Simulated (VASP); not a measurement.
Input of a VASP 6.6.1 run:

INCAR

```
SYSTEM = InAs
PREC = Accurate ; ENCUT = 500
EDIFF = 1E-6 ; ISMEAR = -1
SIGMA = 0.02 ; LREAL = .FALSE.
LASPH = .TRUE. ; NELM = 120
ALGO = Normal ; ISIF = 2
LWAVE = .FALSE. ; LCHARG = .FALSE.
GGA = PS ; NBANDS = 26
GGA_COMPAT = .FALSE.
```

The input KPOINTS:

```
Automatic mesh
0
G
  6 6 4
  0 0 0
```

The input POSCAR:

```
InAs
1.0
    3.9653011097      0.0000000000      0.0000000000
   -1.9826505549      3.4340514946      0.0000000000
    0.0000000000      0.0000000000      6.8488974507
In As
2 2
Direct
    0.0000000000      0.0000000000      0.0000000000
    0.0000000000      0.0000000000      0.5000000000
    0.3333333333      0.6666666667      0.2500000000
    0.6666666667      0.3333333333      0.7500000000
```

Potentials or basis: VASP PAW PBE potentials, release 64 (In_d, As).

Command:

```bash
$ cat potpaw_PBE.64/In_d/POTCAR potpaw_PBE.64/As/POTCAR > POTCAR
$ mpirun -np 1 vasp_std > vasp.out
```

Question: Predict the pressure.

Answer: -1.0 GPa.

Question: What does it give for the band gap on the k mesh?

Answer: Zero (band 18 reaches 6.53 eV, above the bottom of band 19 at 3.50 eV).

Stress tensor (GPa, compression positive):
```
-1.41  0.00  0.00
 0.00 -1.41  0.00
 0.00  0.00 -0.31
```

Caveat: the PAW data sets were made with another functional, which shifts forces and pressure a little; spin-orbit coupling is left out, which moves the levels of the heavy elements.
